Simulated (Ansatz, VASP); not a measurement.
**GaN: VASP beside Ansatz**

```
CELL_PARAMETERS angstrom
-0.01502 2.24599 2.24599
2.24599 -0.01502 2.24599
2.24599 2.24599 -0.01502
ATOMIC_POSITIONS crystal
Ga 0.00000 0.00000 0.00000
N 0.75000 0.75000 0.75000
```

Alike in both runs: task single point; functional PBE; k mesh 7 × 7 × 7; occupations fermi-dirac, width 0.02 eV; no spin polarisation.

|  | VASP | Ansatz |
| --- | --- | --- |
| version | VASP 6.6.1 | Ansatz 0.2.0 |
| potentials or method | VASP PAW PBE potentials, release 64 (Ga_d, N), cutoff 600 eV | plane waves, PAW |
| valence electrons in the cell | 18 | 18 |

VASP gave:

* pressure (GPa): 5.0
* traceless stress, the component that is largest in VASP (GPa): 1.29

Q: What did Ansatz give for the same quantities?

A: Pressure (GPa): 5.0; traceless stress, the component that is largest in VASP (GPa): 1.30.

With one functional, cell and mesh, what is left measures potentials, basis and numerics.
